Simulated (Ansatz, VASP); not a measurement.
## One calculation of KF, two programs

The input INCAR:

```
PREC = Accurate ; ENCUT = 520
EDIFF = 1E-6 ; ISMEAR = -1
SIGMA = 0.02 ; LREAL = F
LASPH = T ; NELM = 100
ALGO = Normal ; ISIF = 2
LWAVE = F ; LCHARG = T
GGA = PE ; LELF = T
LVHAR = T ; NBANDS = 15
```

Contents of KPOINTS:

```
regular mesh
0
Gamma
  8 8 8
```

The input POSCAR:

```
KF
1.0
    0.0000000000      2.6589605554      2.6589605554
    2.6589605554      0.0000000000      2.6589605554
    2.6589605554      2.6589605554      0.0000000000
K F
1 1
Direct
    0.0000000000      0.0000000000      0.0000000000
    0.5000000000      0.5000000000      0.5000000000
```

Input for Ansatz:

```yaml
crystal:
  lattice:
    - [0.0, 2.6589605554, 2.6589605554]
    - [2.6589605554, 0.0, 2.6589605554]
    - [2.6589605554, 2.6589605554, 0.0]
  atoms:
    - { symbol: K, position: [0.0, 0.0, 0.0] }
    - { symbol: F, position: [0.5, 0.5, 0.5] }
kpoints:
  mp_grid: { grid: [8, 8, 8] }
  band_path:
    path:
      - [0.0, 0.0, 0.0]
      - [0.5, 0.0, 0.5]
      - [0.625, 0.25, 0.625]
      - [0.375, 0.375, 0.75]
      - [0.5, 0.5, 0.5]
      - [0.5, 0.25, 0.75]
    npoints: 1
hamiltonian:
  xc: pbe
scf:
  occupations: { method: fermi_dirac, width: 0.02 }
  n_extra_bands: 4
output:
  forces: true
  stress: true
  eigenvalues: true
```

Alike in both runs: task single point; functional PBE; k mesh 8 × 8 × 8; occupations fermi-dirac, width 0.02 eV; no spin polarisation.

```csv
,VASP,Ansatz
version,VASP 6.6.1,Ansatz 0.2.0
potentials or method,"VASP PAW PBE potentials, release 64 (K_sv, F)","plane waves, PAW"
plane-wave cutoff (eV),520,420
valence electrons in the cell,16,16
```

```tsv
	VASP	Ansatz	Ansatz less VASP
gap on the k mesh at the Fermi level (eV)	6.24	6.26	+0.017
pressure (GPa)	2.0	1.9	-0.05
```

The functional is the same, so the differences come from potentials, cutoffs and numerics.
